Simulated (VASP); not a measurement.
Here is a VASP 6.6.1 calculation.

The input INCAR:

```
SYSTEM = BaTe
PREC = Accurate
ENCUT = 600
EDIFF = 1E-8
ISMEAR = 0
SIGMA = 0.01
LREAL = .False.
LASPH = .True.
NELM = 100
ALGO = Normal
ISIF = 3
LWAVE = .False.
LCHARG = .True.
GGA = PS
NBANDS = 15
IBRION = 6
NFREE = 2
POTIM = 0.015
NSW = 1
```

File KPOINTS:

```
regular mesh
0
Gamma
  6 6 6
  0 0 0
```

POSCAR

```
BaTe
1.0
    0.0000000000      3.2468371053      3.2468371053
    3.2468371053      0.0000000000      3.2468371053
    3.2468371053      3.2468371053      0.0000000000
Ba Te
1 1
Direct
    0.0000000000      0.0000000000      0.0000000000
    0.5000000000      0.5000000000      0.5000000000
```

Potentials or basis: VASP PAW PBE potentials, release 64 (Ba_sv, Te).

The run is started by

```console
$ cat potpaw_PBE.64/Ba_sv/POTCAR potpaw_PBE.64/Te/POTCAR > POTCAR
$ mpirun -np 1 vasp_std > vasp.out
```

Task: What does it give for the elastic constants C11, C12, C44?

Result: 181, 5, 6 GPa.

Task: Estimate the Voigt bulk modulus.

Result: 64 GPa.

Task: What does it give for the highest phonon frequency at Γ, LO-TO splitting left out?

Result: 137 cm⁻¹.

Clamped-ion elastic tensor (GPa):
```
181   5   5   0   0   0
  5 181   5   0   0   0
  5   5 181   0   0   0
  0   0   0   6   0   0
  0   0   0   0   6   0
  0   0   0   0   0   6
```

Caveat: the cell is under stress, which shifts elastic constants; the PAW data sets were made with another functional, which shifts forces and pressure a little.
